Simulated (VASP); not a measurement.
Write the native input for VASP 6.6.1 that does the following.

```yaml
Task: single point
Functional: LDA
Potentials_or_basis: VASP PAW LDA potentials, release 64 (Al, As)
Cutoff: 500 eV
k_mesh: 8 × 8 × 8
Occupations: gaussian, width 0.05 eV
Spin: no spin polarisation
Dipole_correction: no
Further_INCAR_settings: ALGO = Normal; EDIFF = 1e-06; NBANDS = 11
```

The structure of AlAs lies in POSCAR:

```
AlAs
1.0
    0.0000000000      2.7910768855      2.7910768855
    2.7910768855      0.0000000000      2.7910768855
    2.7910768855      2.7910768855      0.0000000000
Al As
1 1
Direct
    0.0000000000      0.0000000000      0.0000000000
    0.7500000000      0.7500000000      0.7500000000
```

This cell differs from its parent crystal: the cell strained.

These files were run (other wordings do the same):

INCAR

```
  PREC = Accurate
  ENCUT = 500
  EDIFF = 1E-6
  ISMEAR = 0
  SIGMA = 0.05
  LREAL = F
  LASPH = T
  NELM = 120
  ALGO = Normal
  ISIF = 2
  LWAVE = F
  LCHARG = F
  GGA = CA
  NBANDS = 11
  GGA_COMPAT = F
```

KPOINTS

```
regular mesh
0
Gamma
  8 8 8
```

Potentials or basis: VASP PAW LDA potentials, release 64 (Al, As).

Command:

```console
$ cat potpaw_LDA.64/Al/POTCAR potpaw_LDA.64/As/POTCAR > POTCAR
$ mpirun -np 1 vasp_std > vasp.out
```

Results of the run:

```json
{
 "Pressure": "2.4 GPa",
 "Band gap on the k mesh": "1.27 eV (least direct gap 2.22 eV)"
}
```

Caveat: the cell differs from its parent crystal (the cell strained).

Run time: 11 s on 1 thread of Intel(R) Xeon(R) Platinum 8259CL CPU @ 2.50GHz (Skylake/Cascade Lake) (shared host), peak memory 0.15 GiB.
